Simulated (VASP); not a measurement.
Wanted: the native input for a VASP 6.6.1 run.

* Task: single point
* Functional: LDA
* Potentials or basis: VASP PAW LDA potentials, release 64 (W_sv, C)
* Cutoff: 600 eV
* k mesh: 10 × 10 × 8
* Occupations: gaussian, width 0.05 eV
* Spin: no spin polarisation
* Dipole correction: no
* Further INCAR settings: ALGO = Normal; EDIFF = 1e-06; NBANDS = 16

The structure of WC lies in POSCAR:

```
WC
1.0
    2.9060368151      0.0000000000      0.0000000000
   -1.4530184076      2.5167017062      0.0000000000
    0.0000000000      0.0000000000      2.8250301770
W C
1 1
Direct
    0.0000000000      0.0000000000      0.0000000000
    0.6666666667      0.3333333333      0.5000000000
```

This cell differs from its parent crystal: volume scaled by 1.02.

One way to write it, as run:

INCAR

```
ALGO = Normal
EDIFF = 1E-6
ENCUT = 600
GGA_COMPAT = F
ISIF = 2
ISMEAR = 0
LASPH = T
LCHARG = F
LREAL = F
LWAVE = F
NBANDS = 16
NELM = 120
PREC = Accurate
SIGMA = 0.05
```

KPOINTS

```
k-points
0
Gamma
  10 10 8
```

Potentials or basis: VASP PAW LDA potentials, release 64 (W_sv, C).

Run with:

```sh
$ cat potpaw_LDA.64/W_sv/POTCAR potpaw_LDA.64/C/POTCAR > POTCAR
$ mpirun -np 1 vasp_std > vasp.out
```

It gave:

| Property | Result |
| --- | --- |
| Pressure | -5.6 GPa |
| Band gap on the k mesh | zero (band 9 reaches 11.63 eV, above the bottom of band 10 at 10.43 eV) |

Caveat: spin-orbit coupling is left out, which moves the levels of the heavy elements.

It took 8.5 s on 1 thread of Intel(R) Xeon(R) Platinum 8559C (Emerald Rapids), on a shared host, peak memory 0.14 GiB.
